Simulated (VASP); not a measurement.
Set up this calculation in VASP 6.6.1, as the native input.

```
Task                      : relaxation of the atoms
Functional                : PBEsol
Potentials or basis       : VASP PAW PBE potentials, release 64 (Pt)
Cutoff                    : 520 eV
k mesh                    : 10 × 10 × 1
Occupations               : gaussian, width 0.1 eV
Spin                      : no spin polarisation
Dipole correction         : yes
Atoms held fixed (from 0) : [0]
Further INCAR settings    : ALGO = Normal; EDIFF = 1e-06; IBRION = 2; EDIFFG = -0.03; NSW = 70
```

The structure of Pt lies in POSCAR:

```
Pt
1.0
    2.7704032196      0.0000000000      0.0000000000
    0.0000000000      2.7704032196      0.0000000000
    0.0000000000      0.0000000000     17.9179418064
Pt
3
Selective dynamics
Direct
    0.5000000000      0.5000000000      0.3906698702  F F F
    0.0000000000      0.0000000000      0.5000000000  T T T
    0.5000000000      0.5000000000      0.6093301298  T T T
```

One way to write it, as run:

INCAR

```
SYSTEM = Pt
  ALGO = Normal
  DIPOL = 0.5 0.5 0.500
  EDIFF = 1E-6
  EDIFFG = -0.03
  ENCUT = 520
  GGA = PS
  IBRION = 2
  IDIPOL = 3
  ISIF = 2
  ISMEAR = 0
  LASPH = .True.
  LCHARG = .False.
  LDIPOL = .True.
  LREAL = .False.
  LWAVE = .False.
  NELM = 80
  NSW = 70
  PREC = Accurate
  SIGMA = 0.1
```

KPOINTS

```
k-points
0
Gamma
  10 10 1
  0 0 0
```

Potentials or basis: VASP PAW PBE potentials, release 64 (Pt).

The run is started by

```console
$ cat potpaw_PBE.64/Pt/POTCAR > POTCAR
$ mpirun -np 1 vasp_std > vasp.out
```

Results of the run:

The energy gained by relaxing is 8.9 meV/atom and the ionic steps are 7. The band gap on the k mesh is zero (band 15 reaches 0.64 eV, above the bottom of band 16 at -0.64 eV).

Caveat: spin-orbit coupling is left out, which moves the levels of the heavy elements.

Run time: 3.4 min on 1 thread of AMD EPYC 9R45 96-Core Processor (Zen 5), on a shared host, peak memory 0.25 GiB.
